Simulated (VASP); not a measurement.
AlNi3, 4 atoms in the cell. It takes space group Pm-3m (No. 221, cubic). The conventional cell has a = 3.481 Å, b = 3.481 Å, c = 3.481 Å, α = 90.00°, β = 90.00°, γ = 90.00°. Al (site symmetry m-3m) has 12 Ni at 2.46 Å within 3.2 Å. Within 3.2 Å of Ni (site symmetry 4/mmm) lie 4 Al at 2.46 Å and 8 Ni at 2.46 Å. 

| Property | Result |
| --- | --- |
| Program | VASP 6.6.1 |
| Task | single point |
| Functional | LDA |
| Potentials or basis | VASP PAW LDA potentials, release 64 (Al, Ni) |
| Cutoff | 520 eV |
| k mesh | 12 × 12 × 12 |
| Occupations | gaussian, width 0.05 eV |
| Spin | collinear spin, ferromagnetic start |
| Starting moments | [0.0, 0.24, 0.24, 0.24] μB |
| Dipole correction | no |
| Further INCAR settings | ALGO = Fast; EDIFF = 1e-06; NBANDS = 28 |

Potentials or basis: VASP PAW LDA potentials, release 64 (Al, Ni).

Run with:

```console
$ cat potpaw_LDA.64/Al/POTCAR potpaw_LDA.64/Ni/POTCAR > POTCAR
$ mpirun -np 1 vasp_std > vasp.out
```

Hardware: 1 thread of Intel(R) Xeon(R) 6975P-C (Granite Rapids) (shared host).

How long does it take, and how much memory?

Wall time 3.2 min on 1 thread of Intel(R) Xeon(R) 6975P-C (Granite Rapids) (shared host), peak memory 0.24 GiB. Counts: scf iterations 31, k points 84.
